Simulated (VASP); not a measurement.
# Si (a cell with a defect) in VASP: single point with PBE

Aim: the single point of Si (a cell with a defect) with PBE.

Everything below comes from runs of VASP 6.6.1. Logs are shortened: lines on timing, memory, paths and dates and some standing lists are left out, and cuts for length are marked.

### Step 1. The cell of the first run

The cell holds a defect, 31 atoms: a = 9.474 Å, b = 9.474 Å, c = 9.474 Å, α = 109.47°, β = 109.47°, γ = 109.47°.

### Step 2. Single point, PBE

File INCAR:

```
SYSTEM = Si
PREC = Accurate
ENCUT = 520
EDIFF = 1E-7
ISMEAR = 0
SIGMA = 0.02
LREAL = Auto
LASPH = .True.
NELM = 100
ALGO = Normal
ISIF = 2
LWAVE = .False.
LCHARG = .True.
GGA = PE
LELF = .True.
LVHAR = .True.
NELECT = 126.0
NBANDS = 83
```

File KPOINTS:

```
Automatic mesh
0
Gamma
  2 2 2
  0.5 0.5 0.5
```

File POSCAR:

```
Si
1.0
    5.4700937548      5.4700937548      5.4700937548
    5.4700937548     -5.4700937548     -5.4700937548
   -5.4700937548      5.4700937548     -5.4700937548
Si
31
Direct
    0.6540155727      0.7500006735      0.2500001940
   -0.0050932399      0.7499999422      0.0065219175
    0.7479531766      0.4989393459      0.4987484899
    0.2523015257      0.7499999422      0.7486838770
   -0.0050935142      0.5065217571      0.2500000112
    0.5166246918      0.7500000336      0.4789095247
    0.2877148127      0.5210900631      0.0210900407
    0.7536174305      0.2513159850      0.7513160074
   -0.0009859063      0.2498090638      0.5010606989
    0.4992051549      0.5012520119      0.7501912552
    0.7479533594     -0.0012513497     -0.0010606765
    0.2523016171      0.2486836718      0.2500000112
    0.4992050635      0.2501911414      0.0012519895
   -0.0009860891      0.0010605851      0.7498088120
    0.2383849452     -0.0065222831      0.4934777393
    0.5166252402     -0.0210905892      0.2500001026
    0.7360226681      0.7500005821      0.0157279754
    0.5007775228      0.5037302144      0.5020529123
   -0.0019537142      0.7499998508      0.7514972657
    0.7360223024      0.5157279978      0.2500003768
    0.2598315612      0.7499996680      0.4946534047
    0.0151779848      0.5053464573      0.0053466177
    0.4965488933      0.2485026877      0.7485027101
    0.7470476162      0.2483228005      0.4962700132
    0.2487248045      0.4979471326      0.7516771530
    0.5007775228      0.0020527985      0.0037301006
   -0.0019535314      0.2514973347      0.2499999198
    0.2487246217      0.2516770391     -0.0020529813
    0.7470475248     -0.0037301006      0.7483226401
   -0.0297050667     -0.0157277012      0.4842720470
    0.2598319268     -0.0053468005      0.2499998284
```

Potentials or basis: VASP PAW PBE potentials, release 64 (Si).

Run with:

```bash
$ cat potpaw_PBE.64/Si/POTCAR > POTCAR
$ mpirun -np 1 vasp_std > vasp.out
```

OUTCAR:

```text
SYSTEM = Si
   PREC = Accurate
   ENCUT = 520
   EDIFF = 1E-7
   ISMEAR = 0
   LREAL = Auto
   LASPH = .True.
   NELM = 100
   ISIF = 2
   GGA = PE
   NELECT = 126.0

 ion  position               nearest neighbor table
   1  0.654  0.750  0.250-  30 2.58  17 2.58  20 2.58  16 2.88   6 2.88   7 2.88
   2  0.995  0.750  0.007-  22 2.39  31 2.39  19 2.43  17 2.48
   3  0.748  0.499  0.499-  24 2.36  18 2.37  19 2.38  20 2.38
   4  0.252  0.750  0.749-  25 2.39  26 2.39  19 2.42  21 2.43
   5  0.995  0.507  0.250-  22 2.39  21 2.39  27 2.43  20 2.48
   6  0.517  0.750  0.479-  18 2.38  29 2.38  21 2.49   1 2.88
   7  0.288  0.521  0.021-  25 2.38  28 2.38  22 2.49   1 2.88
[... 22 lines left out ...]
  30  0.970  0.984  0.484-   9 2.38  14 2.38  15 2.48   1 2.58
  31  0.260  0.995  0.250-  15 2.39   2 2.39  12 2.43  16 2.49

  LATTYP: Found a body centered cubic cell.
 ALAT       =    10.9401875096

  Lattice vectors:

 A1 = (   5.4700937548,   5.4700937548,   5.4700937548)
 A2 = (   5.4700937548,  -5.4700937548,  -5.4700937548)
 A3 = (  -5.4700937548,   5.4700937548,  -5.4700937548)

Analysis of symmetry for initial positions (statically):
=====================================================================
 Subroutine PRICEL returns:
 Original cell was already a primitive cell.

 Routine SETGRP: Setting up the symmetry group for a
 body centered cubic supercell.

 Subroutine GETGRP returns: Found  6 space group operations
 (whereof  1 operations were pure point group operations)
 out of a pool of 48 trial point group operations.

The static configuration has the point symmetry C_1 .
 The point group associated with its full space group is C_3v.

Analysis of symmetry for dynamics (positions and initial velocities):
=====================================================================
 Subroutine PRICEL returns:
 Original cell was already a primitive cell.

 Routine SETGRP: Setting up the symmetry group for a
 body centered cubic supercell.

 Subroutine GETGRP returns: Found  6 space group operations
 (whereof  1 operations were pure point group operations)
 out of a pool of 48 trial point group operations.

The dynamic configuration has the point symmetry C_1 .
 The point group associated with its full space group is C_3v.

 Subroutine INISYM returns: Found  6 space group operations
 (whereof  1 operations are pure point group operations),
 and found     1 'primitive' translations

[... 141 lines left out ...]
   NUPDOWN=      -1.0000    fix difference up-down
   EMIN   =  10.00;   EMAX   =-10.00  energy-range for DOS
   EFERMI =   0.00;   METHOD = LEGACY
   ISMEAR =     0;   SIGMA  =   0.02  broadening in eV -4-tet -1-fermi 0-gaus
   EFERMI_NEDOS =   21; number of points for ismear=-14 and -15
   IALGO  =     38    algorithm
   IMIX   =      4    mixing-type and parameters
     AMIX     =   0.40;   BMIX     =  1.00
     AMIX_MAG =   1.60;   BMIX_MAG =  1.00
  volume/ion in A,a.u.               =      21.12       142.52
  Fermi-wavevector in a.u.,A,eV,Ry     =   0.945185  1.786141 12.155106  0.893375
  Thomas-Fermi vector in A             =   2.073062
   LORBIT       =      0    0 simple, 1 ext, 2 COOP (PROOUT), +10 PAW based schemes
   GGA     = PE    functional components
   LHFCALC =     F    Hartree Fock is set to
   AEXX    =    0.0000 exact exchange contribution
   IVDW    =     0    specifies the selected vdW correction
   LEPSILON=     F    determine dielectric tensor
   LRPA    =     F    only Hartree local field effects (RPA)
 non-spin polarized calculation
 Gauss-broadening in eV      SIGMA  =   0.02
  energy-cutoff  :      520.00
  volume of cell :      654.70
 maximum number of plane-waves:     17628
 NGX is ok and might be reduce to    70
   NGX = 35   NGY = 35   NGZ = 35

 number of electron     126.0000002 magnetization

 Free energy of the ion-electron system (eV)
  ---------------------------------------------------
  ext. energy  EPLUGINS =         0.00000000
  ---------------------------------------------------
  free energy    TOTEN  =      -152.95936250 eV

  energy without entropy =     -152.95936250  energy(sigma->0) =     -152.95936250

 E-fermi :   5.6579     XC(G=0):  -9.3045

 val. band max:        5.5764839948   @ k =   0.2500   0.2500   0.2500
 cond. band min:       5.7403563653   @ k =  -0.2500   0.2500   0.2500
 fundamental gap:      0.1638723705
 Fermi energy:         5.6579458128

 k-point     1 :       0.2500    0.2500    0.2500
  band No.  band energies     occupation
      1      -5.6037      2.00000
      2      -5.6037      2.00000
      3      -5.5500      2.00000
      4      -5.3727      2.00000
      5      -3.8184      2.00000
      6      -3.8184      2.00000
[... 67 lines left out ...]
     74       7.0548      0.00000
     75       7.0548      0.00000

 k-point     2 :      -0.2500    0.2500    0.2500
  band No.  band energies     occupation
      1      -6.0545      2.00000
      2      -5.1015      2.00000
      3      -5.0690      2.00000
      4      -4.9992      2.00000
      5      -4.9335      2.00000
      6      -4.2635      2.00000
[... 67 lines left out ...]
     74       7.7362      0.00000
     75       7.8287      0.00000
 [bands above 75 left out]

------------------------ aborting loop because EDIFF is reached ----------------------------------------

  FORCE on cell =-STRESS in cart. coord.  units (eV):
  Direction    XX          YY          ZZ          XY          YZ          ZX
  --------------------------------------------------------------------------------------
  -------------------------------------------------------------------------------------
  Total        6.2183715      6.2183715      6.2183715     -6.6492400     -6.6492400     -6.6492400
  in kB       15.2174872     15.2174872     15.2174872    -16.2719009    -16.2719009    -16.2719009
  external PRESSURE =      15.2174872 kB  Pullay stress =       0.0000000 kB

 VOLUME and BASIS-vectors are now :
 -----------------------------------------------------------------------------
  energy-cutoff  :      520.00
  volume of cell :      654.70
      direct lattice vectors                 reciprocal lattice vectors
     5.470093755  5.470093755  5.470093755     0.091406112  0.091406112  0.000000000
     5.470093755 -5.470093755 -5.470093755     0.091406112  0.000000000 -0.091406112
    -5.470093755  5.470093755 -5.470093755     0.000000000  0.091406112 -0.091406112

 POSITION                                       TOTAL-FORCE (eV/Angst)
 -----------------------------------------------------------------------------------
      6.31258      0.84248     -1.89257        -0.077227     -0.077227     -0.077227
      9.50913      1.37534      1.30399        -0.004667     -0.005966     -0.004667
      4.09242      4.09033     -1.36607         0.008605      0.002880      0.008335
      1.38731      1.37291     -6.81783         0.004559      0.007920      0.004559
      6.84543      4.03903      1.30399        -0.005966     -0.004667     -0.004667
      4.30888      1.34310     -3.89626         0.000520      0.028032      0.000520
[... 23 lines left out ...]
      8.04265      2.57256     -2.72547        -0.010623     -0.010623     -0.008124
      5.49463     -2.65202     -5.38706        -0.010131      0.002156      0.002156
 -----------------------------------------------------------------------------------
    total drift:                               -0.003039      0.002682      0.002828

  FREE ENERGIE OF THE ION-ELECTRON SYSTEM (eV)
  ---------------------------------------------------
  free  energy   TOTEN  =      -152.9593624985 eV

  energy  without entropy=     -152.9593624978  energy(sigma->0) =     -152.95936250
```

stdout:

```text
POSCAR found type information on POSCAR Si
 POSCAR found :  1 types and      31 ions
 scaLAPACK will be used
 LDA part: xc-table for (Slater+PW92), standard interpolation
 POSCAR, INCAR and KPOINTS ok, starting setup
 FFT: planning ... GRIDC
 FFT: planning ... GRID_SOFT
 FFT: planning ... GRID
 WAVECAR not read
 entering main loop
 the old and the new charge density differ
 old charge density:   124.00000 new  126.00000
    0.176E+01
```

Run time: 7.1 min. Hardware: 1 thread of Intel Xeon 8259CL, shared host; peak memory 0.66 GiB.

Results:

* Free energy: -152.9594 eV
* Largest force: 0.134 eV/Å

Forces in eV/Å, atoms in the order of the input:
```
Si  -0.077 -0.077 -0.077
Si  -0.005 -0.006 -0.005
Si   0.009  0.003  0.008
Si   0.005  0.008  0.005
Si  -0.006 -0.005 -0.005
Si   0.001  0.028  0.001
Si   0.001  0.001  0.028
Si   0.005  0.005  0.008
Si   0.003  0.008  0.009
Si   0.008  0.009  0.003
Si   0.003  0.009  0.008
Si   0.008  0.005  0.005
Si   0.009  0.008  0.003
Si   0.008  0.003  0.009
Si  -0.005 -0.005 -0.006
Si   0.028  0.001  0.001
Si  -0.011 -0.008 -0.011
Si   0.003  0.011  0.010
Si   0.001 -0.009  0.001
Si  -0.008 -0.011 -0.011
Si   0.002 -0.010  0.002
Si   0.002  0.002 -0.010
Si   0.001  0.001 -0.009
Si   0.011  0.010  0.003
Si   0.010  0.003  0.011
Si   0.011  0.003  0.010
Si  -0.009  0.001  0.001
Si   0.003  0.010  0.011
Si   0.010  0.011  0.003
Si  -0.011 -0.011 -0.008
Si  -0.010  0.002  0.002
```

Caveat: the cell carries a net charge on a neutralising background, which shifts energy and pressure; the cell is charged against a uniform background, so pressure and absolute levels hang on convention.
